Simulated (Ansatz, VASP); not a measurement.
## One calculation of WS2, two programs

File INCAR:

```
  ALGO = Normal
  EDIFF = 1E-7
  ENCUT = 520
  GGA = PS
  ISIF = 2
  ISMEAR = -1
  LASPH = T
  LCHARG = F
  LDAU = T
  LDAUJ = 0 0
  LDAUL = 2 -1
  LDAUPRINT = 1
  LDAUTYPE = 2
  LDAUU = 8 0
  LMAXMIX = 4
  LREAL = F
  LWAVE = F
  NBANDS = 35
  NELM = 150
  PREC = Accurate
  SIGMA = 0.05
```

File KPOINTS:

```
k-points
0
Gamma
  10 10 3
```

The input POSCAR:

```
WS2
1.0
    3.1800000000      0.0000000000      0.0000000000
   -1.5900000000      2.7539607840      0.0000000000
    0.0000000000      0.0000000000     12.5000000000
W S
2 4
Direct
    0.6666666667      0.3333333333      0.7500000000
    0.3333333333      0.6666666667      0.2500000000
    0.6666666667      0.3333333333      0.3750000000
    0.3333333333      0.6666666667      0.8750000000
    0.6666666667      0.3333333333      0.1250000000
    0.3333333333      0.6666666667      0.6250000000
```

input.yaml

```yaml
crystal:
  lattice:
    - [3.18, 0.0, 0.0]
    - [-1.59, 2.753960784, 0.0]
    - [0.0, 0.0, 12.5]
  atoms:
    - { symbol: W, position: [0.6666666667, 0.3333333333, 0.75] }
    - { symbol: W, position: [0.3333333333, 0.6666666667, 0.25] }
    - { symbol: S, position: [0.6666666667, 0.3333333333, 0.375] }
    - { symbol: S, position: [0.3333333333, 0.6666666667, 0.875] }
    - { symbol: S, position: [0.6666666667, 0.3333333333, 0.125] }
    - { symbol: S, position: [0.3333333333, 0.6666666667, 0.625] }
hamiltonian:
  xc: pbesol
  pseudopotentials: { kind: paw }
  hubbard: { sites: [{ species: W, l: d, u_eff: 8.0 }] }
kpoints:
  mp_grid: { grid: [10, 10, 3] }
  band_path:
    path:
      - [[0.0, 0.0, 0.0], [0.5, 0.0, 0.0], [0.3333333333, 0.3333333333, 0.0], [0.0, 0.0, 0.0], [0.0, 0.0, 0.5], [0.5, 0.0, 0.5], [0.3333333333, 0.3333333333, 0.5], [0.0, 0.0, 0.5]]
      - [[0.5, 0.0, 0.5], [0.5, 0.0, 0.0]]
      - [[0.3333333333, 0.3333333333, 0.0], [0.3333333333, 0.3333333333, 0.5]]
    npoints: 14
scf:
  occupations: { method: fermi_dirac, width: 0.05 }
  n_extra_bands: 15
output:
  forces: true
  stress: true
  eigenvalues: true
  fatbands: false
```

Alike in both runs: functional PBEsol; k mesh 10 × 10 × 3; occupations fermi-dirac, width 0.05 eV; no spin polarisation; Hubbard terms W d U = 8.0 eV.

|  | VASP | Ansatz |
| --- | --- | --- |
| version | VASP 6.6.1 | Ansatz 0.2.0 |
| potentials or method | VASP PAW PBE potentials, release 64 (W_sv, S) | Ansatz PAW |
| plane-wave cutoff (eV) | 520 | 420 |
| valence electrons in the cell | 52 | 52 |
| task | single point | band structure |

```tsv
	VASP	Ansatz	Ansatz less VASP
pressure (GPa)	4.5	-0.9	-5.38
traceless stress, the component that is largest in VASP (GPa)	2.01	-0.15	-2.164
rms of the force components (eV/Å)	0.318	0.062	-0.2562
```

VASP's potentials were made for PBE, not for PBEsol. The programs project onto different local orbitals, so the same U acts differently, and such runs can settle in different states. Atom by atom the forces differ by 0.380 eV/Å (rms over components).

Spin-orbit coupling is off throughout.
